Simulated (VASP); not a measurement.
# MgO (P1) in VASP: single point with PBEsol

Aim: the single point of MgO with PBEsol.

All numbers are computed with VASP 6.6.1; they aren't measurements. Logs are shortened: lines on timing, memory, paths and dates and some standing lists are left out, and cuts for length are marked.

## Step 1: The cell of the first run

The typed cell holds 32 atoms: a = 7.299 Å, b = 7.299 Å, c = 7.299 Å, α = 109.47°, β = 109.47°, γ = 109.47°.

## Step 2: Single point, PBEsol

File INCAR:

```
ALGO     = Normal         # electronic algorithm
EDIFF    = 1E-7           # SCF threshold, eV
ENCUT    = 520            # plane-wave cutoff, eV
GGA      = PS             # functional
ISIF     = 2              # what is computed and relaxed
ISMEAR   = 0              # smearing method
LASPH    = True           # aspherical terms in the spheres
LCHARG   = False          # write CHGCAR
LREAL    = Auto         
LWAVE    = False          # write WAVECAR
NBANDS   = 86             # bands
NELM     = 100            # most SCF steps
PREC     = Accurate       # precision mode
SIGMA    = 0.02           # smearing width, eV
```

File KPOINTS:

```
Automatic mesh
0
Gamma
  2 2 2
  0.5 0.5 0.5
```

File POSCAR:

```
MgO
1.0
   -4.2140464025      4.2140464025     -4.2140464025
    4.2140464025      4.2140464025      4.2140464025
    4.2140464025     -4.2140464025     -4.2140464025
Mg O
16 16
Direct
    0.2509089549      0.7511420034      0.0012962452
    0.0009069981      0.0011576656      0.0011584720
    0.5010311188      0.7511322624      0.7512924453
    0.7509042866      0.2511252550      0.0011255516
    0.2509380782      0.0011740335      0.7511783067
    0.5008918040      0.5011138291      0.0011384313
    0.0009620345      0.2512619805      0.7512610199
    0.7509977822      0.7512327765      0.5011714857
    0.5007583206      0.0010364675      0.5011909724
    0.7508669394      0.5010723599      0.7510235290
    0.0008153587      0.7510839814      0.2510293687
    0.2508242730      0.2510975953      0.5011079713
    0.0009887900      0.5012672354      0.5011871529
    0.7509272272      0.0012883761      0.2513227872
    0.5010237871      0.2511924760      0.2512588781
    0.2510033424      0.5011561899      0.2512738603
    0.2507556745      0.5009373801      0.7509308687
    0.0006398171      0.7508995420      0.7508860423
    0.5006754861      0.5009391708      0.5008765362
    0.7507435692      0.0010092221      0.7509289888
    0.2507790108      0.7510186864      0.5009795870
    0.5007766979      0.2510138950      0.7509443647
    0.0007240546      0.0009690924      0.5009073530
    0.7507381909      0.5010105913      0.2509233578
    0.5006899365      0.7509634893      0.2508957529
    0.7506984352      0.2509922228      0.5008917857
    0.0007406497      0.5009899861      0.0009378493
    0.2506956613      0.0009279707      0.2509304716
    0.0007452965      0.2509960497      0.2509423694
    0.7506778118      0.7509510473      0.0008644576
    0.5007812604      0.0010467819      0.0009361298
    0.2507249450      0.2509605370      0.0009200779
```

Potentials or basis: VASP PAW PBE potentials, release 64 (Mg, O).

Run with:

```console
cat potpaw_PBE.64/Mg/POTCAR potpaw_PBE.64/O/POTCAR > POTCAR
mpirun -np 1 vasp_std > vasp.out
```

OUTCAR:

```text
EDIFF = 1E-7
   ENCUT = 520
   GGA = PS
   ISIF = 2
   ISMEAR = 0
   LASPH = True
   LREAL = Auto
   NELM = 100
   PREC = Accurate

 ion  position               nearest neighbor table
   1  0.251  0.751  0.001-  25 2.11  28 2.11  27 2.11  31 2.11  17 2.11  18 2.11  11 2.98   7 2.98
                             9 2.98  16 2.98   6 2.98   2 2.98  14 2.98  10 2.98  15 2.98  13 2.98
   2  0.001  0.001  0.001-  29 2.11  28 2.11  32 2.11  30 2.11  20 2.11  18 2.11   3 2.98  11 2.98
                            12 2.98   4 2.98   8 2.98  16 2.98   7 2.98   5 2.98   1 2.98  10 2.98
   3  0.501  0.751  0.751-  30 2.10  31 2.11  20 2.11  17 2.11  19 2.11  21 2.11   6 2.98   2 2.98
                            10 2.98   4 2.98   9 2.98  16 2.98  14 2.98  12 2.98  13 2.98   8 2.98
   4  0.751  0.251  0.001-  29 2.11  24 2.11  27 2.11  31 2.11  20 2.11  22 2.11   7 2.98   9 2.98
                            11 2.98   5 2.98   2 2.98   3 2.98   6 2.98  15 2.98  14 2.98  10 2.98
   5  0.251  0.001  0.751-  31 2.11  32 2.11  22 2.11  21 2.11  23 2.11  18 2.11   9 2.98  13 2.98
                             6 2.98   8 2.98   4 2.98  12 2.98   2 2.98   7 2.98  15 2.98   3 2.98
   6  0.501  0.501  0.001-  24 2.11  25 2.11  30 2.11  32 2.11  17 2.11  22 2.11   3 2.98  11 2.98
                             7 2.98   5 2.98   4 2.98   1 2.98  16 2.98  12 2.98   8 2.98  15 2.98
   7  0.001  0.251  0.751-  27 2.11  32 2.11  17 2.11  20 2.11  26 2.11  23 2.11   1 2.98  10 2.98
                             4 2.98   6 2.98  14 2.98   2 2.98  16 2.98  12 2.98   8 2.98   5 2.98
   8  0.751  0.751  0.501-  18 2.11  23 2.11  20 2.11  24 2.11  25 2.11  19 2.11  14 2.98   5 2.98
                            13 2.98  11 2.98   2 2.98  16 2.98  10 2.98   7 2.98   6 2.98  15 2.98
   9  0.501  0.001  0.501-  22 2.11  20 2.11  21 2.11  26 2.11  28 2.11  25 2.11   5 2.98  16 2.98
[... 17 lines left out ...]
  19  0.501  0.501  0.501-  16 2.10  15 2.11  12 2.11  10 2.11   3 2.11   8 2.11
  20  0.751  0.001  0.751-   9 2.11   8 2.11   3 2.11   7 2.11   4 2.11   2 2.11
  21  0.251  0.751  0.501-  13 2.11   9 2.11  16 2.11  11 2.11   5 2.11   3 2.11
  22  0.501  0.251  0.751-   9 2.11  12 2.11   5 2.11  10 2.11   6 2.11   4 2.11
[... 8 lines left out ...]
  31  0.501  0.001  0.001-   5 2.11   3 2.11   4 2.11   1 2.11  15 2.11  14 2.11
  32  0.251  0.251  0.001-   7 2.11   5 2.11   2 2.11   6 2.11  16 2.11  15 2.11

  LATTYP: Found a body centered cubic cell.
 ALAT       =     8.4280928050

  Lattice vectors:

 A1 = (  -4.2140464025,   4.2140464025,  -4.2140464025)
 A2 = (   4.2140464025,   4.2140464025,   4.2140464025)
 A3 = (   4.2140464025,  -4.2140464025,  -4.2140464025)

Analysis of symmetry for initial positions (statically):
=====================================================================
 Subroutine PRICEL returns:
 Original cell was already a primitive cell.

 Routine SETGRP: Setting up the symmetry group for a
 body centered cubic supercell.

 Subroutine GETGRP returns: Found  1 space group operations
 (whereof  1 operations were pure point group operations)
 out of a pool of 48 trial point group operations.

The static configuration has the point symmetry C_1 .

Analysis of symmetry for dynamics (positions and initial velocities):
=====================================================================
 Subroutine PRICEL returns:
 Original cell was already a primitive cell.

 Routine SETGRP: Setting up the symmetry group for a
 body centered cubic supercell.

 Subroutine GETGRP returns: Found  1 space group operations
 (whereof  1 operations were pure point group operations)
 out of a pool of 48 trial point group operations.

The dynamic configuration has the point symmetry C_1 .

 Subroutine INISYM returns: Found  1 space group operations
 (whereof  1 operations are pure point group operations),
 and found     1 'primitive' translations

----------------------------------------------------------------------------------------

                                     Primitive cell

  volume of cell :     299.3353

  direct lattice vectors                    reciprocal lattice vectors
    -4.214046403  4.214046403 -4.214046403     0.000000000  0.118650805 -0.118650805
     4.214046403  4.214046403  4.214046403     0.118650805  0.118650805  0.000000000
     4.214046403 -4.214046403 -4.214046403     0.118650805  0.000000000 -0.118650805

  length of vectors
     7.298942475  7.298942475  7.298942475     0.167797578  0.167797578  0.167797578

  position of ions in fractional coordinates (direct lattice)
     0.250908955  0.751142003  0.001296245
     0.000906998  0.001157666  0.001158472
     0.501031119  0.751132262  0.751292445
     0.750904287  0.251125255  0.001125552
     0.250938078  0.001174033  0.751178307
     0.500891804  0.501113829  0.001138431
[... 24 lines left out ...]
     0.500781260  0.001046782  0.000936130
     0.250724945  0.250960537  0.000920078

  ion indices of the primitive-cell ions
   primitive index   ion index
                 1           1
                 2           2
                 3           3
                 4           4
                 5           5
                 6           6
[... 24 lines left out ...]
                31          31
                32          32

----------------------------------------------------------------------------------------

 KPOINTS: Automatic mesh

Automatic generation of k-mesh.
 Grid dimensions read from file:
 generate k-points for:    2    2    2

 Generating k-lattice:

  Cartesian coordinates                     Fractional coordinates (reciprocal lattice)
     0.000000000  0.059325403 -0.059325403     0.500000000  0.000000000  0.000000000
     0.059325403  0.059325403  0.000000000     0.000000000  0.500000000  0.000000000
     0.059325403  0.000000000 -0.059325403     0.000000000  0.000000000  0.500000000

  Length of vectors
     0.083898789  0.083898789  0.083898789

  Shift w.r.t. Gamma in fractional coordinates (k-lattice)
     0.500000000  0.500000000  0.500000000

 Subroutine IBZKPT returns following result:
 ===========================================

 Found      4 irreducible k-points:

 Following reciprocal coordinates:
            Coordinates               Weight
  0.250000  0.250000  0.250000      2.000000
 -0.250000  0.250000  0.250000      2.000000
  0.250000 -0.250000  0.250000      2.000000
  0.250000  0.250000 -0.250000      2.000000
   k-points           NKPTS =      4   k-points in BZ     NKDIM =      4   number of bands    NBANDS=     86
   number of dos      NEDOS =    301   number of ions     NIONS =     32
   total plane-waves  NPLWV = 157464
   dimension x,y,z NGX =    54 NGY =   54 NGZ =   54
   dimension x,y,z NGXF=   108 NGYF=  108 NGZF=  108
   ions per type =              16  16
   NGX,Y,Z   is equivalent  to a cutoff of  12.30, 12.30, 12.30 a.u.
   NGXF,Y,Z  is equivalent  to a cutoff of  24.60, 24.60, 24.60 a.u.
 SYSTEM =  unknown system
   PREC   = accura    normal or accurate (medium, high low for compatibility)
   ISTART =      0    job   : 0-new  1-cont  2-samecut
   ICHARG =      2    charge: 1-file 2-atom 10-const
   ISPIN  =      1    spin polarized calculation?
   LNONCOLLINEAR =      F non collinear calculations
   LSORBIT =      F    spin-orbit coupling
   LASPH  =      T    aspherical Exc in radial PAW
   ENCUT  =  520.0 eV  38.22 Ry    6.18 a.u.  13.57 13.57 13.57*2*pi/ulx,y,z
   NELM   =    100;   NELMIN=  2; NELMDL= -5     # of ELM steps
   EDIFF  = 0.1E-06   stopping-criterion for ELM
   LREAL  =      T    real-space projection
   EDIFFG = 0.1E-05   stopping-criterion for IOM
   NSW    =      0    number of steps for IOM
   IBRION =     -1    ionic relax: 0-MD 1-quasi-New 2-CG
   NFREE  =      0    steps in history (QN), initial steepest desc. (CG)
   ISIF   =      2    stress and relaxation
   ISYM   =      2    0-nonsym 1-usesym 2-fastsym
   POTIM  = 0.5000    time-step for ionic-motion
   TEBEG  =    0.0;   TEEND  =   0.0 temperature during run
   PSTRESS=    0.0 pullay stress
   NELECT =     128.0000    total number of electrons
   NUPDOWN=      -1.0000    fix difference up-down
   EMIN   =  10.00;   EMAX   =-10.00  energy-range for DOS
   EFERMI =   0.00;   METHOD = LEGACY
   ISMEAR =     0;   SIGMA  =   0.02  broadening in eV -4-tet -1-fermi 0-gaus
   EFERMI_NEDOS =   21; number of points for ismear=-14 and -15
   IALGO  =     38    algorithm
   IMIX   =      4    mixing-type and parameters
     AMIX     =   0.40;   BMIX     =  1.00
     AMIX_MAG =   1.60;   BMIX_MAG =  1.00
  volume/ion in A,a.u.               =       9.35        63.13
  Fermi-wavevector in a.u.,A,eV,Ry     =   1.233367  2.330725 20.697089  1.521193
  Thomas-Fermi vector in A             =   2.368100
   LORBIT       =      0    0 simple, 1 ext, 2 COOP (PROOUT), +10 PAW based schemes
   GGA     = PS    functional components
   LHFCALC =     F    Hartree Fock is set to
   AEXX    =    0.0000 exact exchange contribution
   IVDW    =     0    specifies the selected vdW correction
   LEPSILON=     F    determine dielectric tensor
   LRPA    =     F    only Hartree local field effects (RPA)
 non-spin polarized calculation
 Gauss-broadening in eV      SIGMA  =   0.02
  energy-cutoff  :      520.00
  volume of cell :      299.34
 maximum number of plane-waves:      8088
 NGX is ok and might be reduce to    54
   NGX = 27   NGY = 27   NGZ = 27

 number of electron     128.0000051 magnetization

 Free energy of the ion-electron system (eV)
  ---------------------------------------------------
  ext. energy  EPLUGINS =         0.00000000
  ---------------------------------------------------
  free energy    TOTEN  =      -200.21309545 eV

  energy without entropy =     -200.21309545  energy(sigma->0) =     -200.21309545

 E-fermi :   2.9181     XC(G=0): -11.3036

 val. band max:        2.8205393870   @ k =   0.2500   0.2500  -0.2500
 cond. band min:       8.8973192066   @ k =   0.2500  -0.2500   0.2500
 fundamental gap:      6.0767798197
 Fermi energy:         2.9181188571

 k-point     1 :       0.2500    0.2500    0.2500
  band No.  band energies     occupation
      1     -13.5448      2.00000
      2     -13.5446      2.00000
      3     -13.5442      2.00000
      4     -13.5437      2.00000
      5     -12.7113      2.00000
      6     -12.7109      2.00000
[... 305 lines left out ...]
     75      12.6381      0.00000
     76      12.8748      0.00000
 [bands above 76 left out]

------------------------ aborting loop because EDIFF is reached ----------------------------------------

  FORCE on cell =-STRESS in cart. coord.  units (eV):
  Direction    XX          YY          ZZ          XY          YZ          ZX
  --------------------------------------------------------------------------------------
  -------------------------------------------------------------------------------------
  Total       -0.9136910     -0.9232734     -0.9239926      0.0007778     -0.0026429     -0.0018201
  in kB       -4.8904860     -4.9417753     -4.9456247      0.0041632     -0.0141459     -0.0097418
  external PRESSURE =      -4.9259620 kB  Pullay stress =       0.0000000 kB

 VOLUME and BASIS-vectors are now :
 -----------------------------------------------------------------------------
  energy-cutoff  :      520.00
  volume of cell :      299.34
      direct lattice vectors                 reciprocal lattice vectors
    -4.214046403  4.214046403 -4.214046403     0.000000000  0.118650805 -0.118650805
     4.214046403  4.214046403  4.214046403     0.118650805  0.118650805  0.000000000
     4.214046403 -4.214046403 -4.214046403     0.118650805  0.000000000 -0.118650805

 POSITION                                       TOTAL-FORCE (eV/Angst)
 -----------------------------------------------------------------------------------
      2.11347      4.21723      2.10254        -0.011756      0.005367      0.012245
      0.00594      0.00382     -0.00383        -0.006650     -0.003437      0.005458
      4.21992      2.11069     -2.11204        -0.002715     -0.003364      0.013829
     -2.10135      4.21786     -2.11084        -0.004247     -0.000876      0.005293
      2.11298     -2.10309     -4.21802        -0.005827     -0.005850      0.003134
      0.00573      4.21770     -0.00386        -0.004782     -0.001643      0.005360
[... 24 lines left out ...]
     -2.10196      2.11078     -2.10985         0.003355     -0.004784     -0.006434
      0.00487      2.11025     -0.00288         0.008414      0.002151     -0.008562
 -----------------------------------------------------------------------------------
    total drift:                                0.027217      0.016082     -0.017750

  FREE ENERGIE OF THE ION-ELECTRON SYSTEM (eV)
  ---------------------------------------------------
  free  energy   TOTEN  =      -200.2130954465 eV

  energy  without entropy=     -200.2130954465  energy(sigma->0) =     -200.21309545
```

It took 3.2 min on 1 thread of Intel Xeon Platinum 8375C at 2.90GHz (Ice Lake), shared host; peak memory 0.41 GiB.

Results:

- Free energy: -200.2131 eV
- Pressure: -0.5 GPa
- Largest force: 0.018 eV/Å
- Band gap on the k mesh: 6.08 eV

Forces in eV/Å, atoms in the order of the input:
```
Mg  -0.012  0.005  0.012
Mg  -0.007 -0.003  0.005
Mg  -0.003 -0.003  0.014
Mg  -0.004 -0.001  0.005
Mg  -0.006 -0.006  0.003
Mg  -0.005 -0.002  0.005
Mg  -0.009 -0.006  0.008
Mg  -0.006 -0.007  0.009
Mg  -0.007  0.006  0.004
Mg  -0.001 -0.005  0.002
Mg  -0.001 -0.004  0.003
Mg  -0.006  0.000  0.003
Mg  -0.007 -0.006  0.004
Mg  -0.016 -0.004  0.007
Mg  -0.006 -0.006  0.014
Mg  -0.008 -0.004  0.010
O    0.012  0.005 -0.002
O    0.006  0.011 -0.010
O    0.003  0.004 -0.008
O    0.006  0.004 -0.006
O    0.007 -0.001 -0.005
O    0.004  0.001 -0.004
O    0.005  0.001 -0.004
O    0.007  0.005 -0.006
O    0.007  0.005 -0.011
O    0.009  0.000 -0.012
O    0.002  0.000 -0.005
O    0.009  0.006 -0.004
O    0.006  0.004 -0.006
O    0.011  0.003 -0.011
O    0.003 -0.005 -0.006
O    0.008  0.002 -0.009
```

Caveat: the PAW data sets were made with another functional, which shifts forces and pressure a little.
